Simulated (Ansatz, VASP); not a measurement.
# Two plane-wave programs on In2TeH2

```
In Te H
1.0
     4.53457    0.00000    0.00000
    -2.26728    3.92705    0.00000
     0.00000    0.00000    6.07439
In Te H
2 1 2
Direct
  0.33333 0.66667 0.27346
  0.66667 0.33333 0.72654
  0.00000 0.00000 0.00000
  0.33333 0.66667 0.58621
  0.66667 0.33333 0.41379
```

Change from the starting cell: species swapped into the SrZn2Sb2 type (P-3m1, No. 164).

Alike in both runs: functional PBE; k mesh 12 × 12 × 6; occupations gaussian, width 0.1 eV; no spin polarisation.

Ansatz relaxed the structure, and its values are those at the end. VASP's run is a single point on that final structure, the one shown.

|  | VASP | Ansatz |
| --- | --- | --- |
| version | VASP 6.6.1 | Ansatz 0.2.0 |
| potentials or method | VASP PAW PBE potentials, release 64 (In_d, Te, H), cutoff 520 eV | scalar-relativistic, plane waves, PAW |
| valence electrons in the cell | 34 | 44 |

|  | VASP | Ansatz | Ansatz less VASP |
| --- | --- | --- | --- |
| gap on the k mesh at the Fermi level (eV) | none | none | - |
| pressure (GPa) | -0.1 | 0.0 | +0.05 |

A gap of «none» marks a metal or a gap that the smearing closes. VASP's potentials hold 34 valence electrons a cell and Ansatz's 44, so a difference there can come from the potentials and not from the codes.

Neither program's run includes spin-orbit coupling.
